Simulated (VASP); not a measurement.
Set up this calculation in VASP 6.6.1, as the native input.

* Task: relaxation of cell and atoms
* Functional: BLYP
* Dispersion: D4
* Potentials or basis: VASP PAW PBE potentials, release 64 (Hf_pv)
* Cutoff: 600 eV
* k mesh: 10 × 10 × 10
* Occupations: fermi-dirac, width 0.05 eV
* Spin: no spin polarisation
* Dipole correction: no
* Further INCAR settings: ALGO = Normal; EDIFF = 1e-07; IBRION = 2; EDIFFG = -0.01; NSW = 60; ISIF = 3

The structure of Hf lies in POSCAR:

```
Hf
1.0
    0.0000000000      2.2200000000      2.2200000000
    2.2200000000      0.0000000000      2.2200000000
    2.2200000000      2.2200000000      0.0000000000
Hf
1
Direct
    0.0000000000      0.0000000000      0.0000000000
```

One way to write it, as run:

INCAR

```
PREC = Accurate
ENCUT = 600
EDIFF = 1E-7
ISMEAR = -1
SIGMA = 0.05
LREAL = False
LASPH = True
NELM = 60
ALGO = Normal
ISIF = 3
LWAVE = False
LCHARG = False
GGA = B5
ALDAX = 1.0
AGGAX = 1.0
AGGAC = 1.0
ALDAC = 0.0
IVDW = 13
VDW_S6 = 1.0
VDW_S8 = 2.34076671
VDW_A1 = 0.44488865
VDW_A2 = 4.0933009
IBRION = 2
NSW = 60
EDIFFG = -0.01
```

KPOINTS

```
regular mesh
0
Gamma
  10 10 10
```

Potentials or basis: VASP PAW PBE potentials, release 64 (Hf_pv).

Launch:

```console
$ cat potpaw_PBE.64/Hf_pv/POTCAR > POTCAR
$ mpirun -np 1 vasp_std > vasp.out
```

Results of the run:

```
Relaxed volume                         : 22.51 Å³/atom
Relaxed cell                           : a = 3.169 Å, b = 3.169 Å, c = 3.169 Å, α = 60.00°, β = 60.00°, γ = 60.00°
Space group after relaxing (to 0.05 Å) : Fm-3m (No. 225)
Energy gained by relaxing              : 6.0 meV/atom
Ionic steps                            : 3
Pressure after relaxing                : 0.0 GPa
Band gap on the k mesh                 : zero (band 5 reaches 6.52 eV, above the bottom of band 6 at 4.84 eV)
Dispersion energy per atom             : -0.374 eV
```

Caveat: the PAW data sets were made with another functional, which shifts forces and pressure a little; spin-orbit coupling is left out, which moves the levels of the heavy elements; pairwise dispersion overbinds metals, which lowers pressure and volume.

It took 64 s on 1 thread of Intel Xeon 6975P-C (shared host), peak memory 0.17 GiB.
